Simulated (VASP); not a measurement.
Input of a VASP 6.6.1 run:

INCAR

```
PREC     = Accurate       # precision mode
ENCUT    = 520            # plane-wave cutoff, eV
EDIFF    = 1E-7           # SCF threshold, eV
ISMEAR   = 0              # smearing method
SIGMA    = 0.02           # smearing width, eV
LREAL    = False          # projectors in reciprocal space
LASPH    = True           # aspherical terms in the spheres
NELM     = 60             # most SCF steps
ALGO     = Normal         # electronic algorithm
ISIF     = 2              # what is computed and relaxed
LWAVE    = False          # write WAVECAR
LCHARG   = False          # write CHGCAR
GGA      = PS             # functional
NBANDS   = 14             # bands
```

The input KPOINTS:

```
regular mesh
0
Gamma
  6 6 6
```

The input POSCAR:

```
NaCl
1.0
    3.3884738907      0.2101314000      0.2101314000
    0.2101314000      3.3884738907     -0.2101314000
    0.2101314000     -0.2101314000      3.3884738907
Na Cl
1 1
Direct
    0.0000000000      0.0000000000      0.0000000000
    0.5000000000      0.5000000000      0.5000000000
```

Potentials or basis: VASP PAW PBE potentials, release 64 (Na_pv, Cl).

Launch:

```sh
$ cat potpaw_PBE.64/Na_pv/POTCAR potpaw_PBE.64/Cl/POTCAR > POTCAR
$ mpirun -np 1 vasp_std > vasp.out
```

Question: What does it give for the band gap on the k mesh?

Answer: 4.42 eV, indirect (least direct gap 4.71 eV).

Question: Predict the pressure.

Answer: 4.0 GPa.

Stress tensor (GPa, compression positive):
```
 3.96 -2.23 -2.23
-2.23  3.96  2.23
-2.23  2.23  3.96
```

Caveat: the cell differs from its parent crystal (strained); the PAW data sets were made with another functional, which shifts forces and pressure a little. A k mesh can miss the band edges.
